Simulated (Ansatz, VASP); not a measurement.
Two plane-wave programs on Sb2P3H

```xyz
6
Lattice="4.4964 0.0000 0.0000 -2.2482 3.8940 0.0000 0.0000 0.0000 6.0766" Properties=species:S:1:pos:R:3 pbc="T T T"
Sb    0.0000    2.5960    1.2020
Sb    2.2482    1.2980    4.8746
H     0.0000    0.0000    0.0000
P     0.0000    2.5960    4.0754
P     2.2482    1.2980    2.0012
P     0.0000    0.0000    3.0383
```

Change from the starting cell: species swapped into the Li3YSb2 type (P-3m1, No. 164).

Alike in both runs: functional PBE; k mesh 6 × 6 × 4; occupations gaussian, width 0.1 eV; no spin polarisation.

Ansatz relaxed the structure, and its values are those at the end. VASP's run is a single point on that final structure, the one shown.

|  | VASP | Ansatz |
| --- | --- | --- |
| version | VASP 6.6.1 | Ansatz 0.2.0 |
| potentials or method | VASP PAW PBE potentials, release 64 (Sb, H, P), cutoff 520 eV | scalar-relativistic, plane waves, PAW |
| valence electrons in the cell | 26 | 46 |

```tsv
	VASP	Ansatz	Ansatz less VASP
gap on the k mesh at the Fermi level (eV)	none	none	-
pressure (GPa)	-0.3	-0.1	+0.16
rms of the force components (eV/Å)	0.016	0.016	-0.0004
```

A gap of «none» marks a metal or a gap that the smearing closes. VASP's potentials hold 26 valence electrons a cell and Ansatz's 46, so a difference there can come from the potentials and not from the codes.

Neither program's run includes spin-orbit coupling.
